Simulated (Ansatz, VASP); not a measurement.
Two plane-wave programs on Pt

```
CELL_PARAMETERS angstrom
-1.70060 1.70060 1.36762
1.70060 -1.70060 1.36762
1.70060 1.70060 -1.36762
ATOMIC_POSITIONS crystal
Pt 0.50000 0.50000 0.00000
```

Alike in both runs: functional PBE; k mesh 26 × 26 × 26; occupations gaussian, width 0.1 eV; no spin polarisation.

Ansatz relaxed the structure, and its values are those at the end. VASP's run is a single point on that final structure, the one shown.

```csv
,VASP,Ansatz
version,VASP 6.6.1,Ansatz 0.2.0
potentials or method,"VASP PAW PBE potentials, release 64 (Pt), cutoff 520 eV","scalar-relativistic, plane waves, PAW"
valence electrons in the cell,10,18
```

```csv
,VASP,Ansatz,Ansatz less VASP
gap on the k mesh at the Fermi level (eV),none,none,-
pressure (GPa),-0.5,0.0,+0.52
```

A gap of «none» marks a metal or a gap that the smearing closes. VASP's potentials hold 10 valence electrons a cell and Ansatz's 18, so a difference there can come from the potentials and not from the codes.

Neither program's run includes spin-orbit coupling.
